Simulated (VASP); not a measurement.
Sn4O7 (a cell with a defect), 11 atoms in the cell. The cell holds a defect, 11 atoms: a = 5.540 Å, b = 5.540 Å, c = 5.540 Å, α = 70.97°, β = 70.97°, γ = 70.97°.  This cell differs from its parent crystal: atoms taken out, atom 7 moved -0.167 of the way to it and +0.900 Å across, host rigid.

| Item | Value |
| --- | --- |
| Program | VASP 6.6.1 |
| Task | single point |
| Functional | PBEsol |
| Dispersion | D3(BJ) |
| Potentials or basis | VASP PAW PBE potentials, release 64 (Sn_d, O) |
| Cutoff | 520 eV |
| k mesh | 6 × 6 × 6 |
| Occupations | gaussian, width 0.05 eV |
| Spin | no spin polarisation |
| Dipole correction | no |
| Charge | 2 |
| Further INCAR settings | ALGO = Normal; EDIFF = 1e-06; NBANDS = 60; NELECT = 96.0 |

Potentials or basis: VASP PAW PBE potentials, release 64 (Sn_d, O).

Run with:

```console
$ cat potpaw_PBE.64/Sn_d/POTCAR potpaw_PBE.64/O/POTCAR > POTCAR
$ mpirun -np 1 vasp_std > vasp.out
```

Hardware: 1 thread of Intel(R) Xeon(R) Platinum 8488C (Sapphire Rapids), on a shared host.

Question: How long does it take, and how much memory?

Answer: Wall time 8.2 min on 1 thread of Intel(R) Xeon(R) Platinum 8488C (Sapphire Rapids) (shared host), peak memory 0.54 GiB. Counts: scf iterations 17, k points 68.
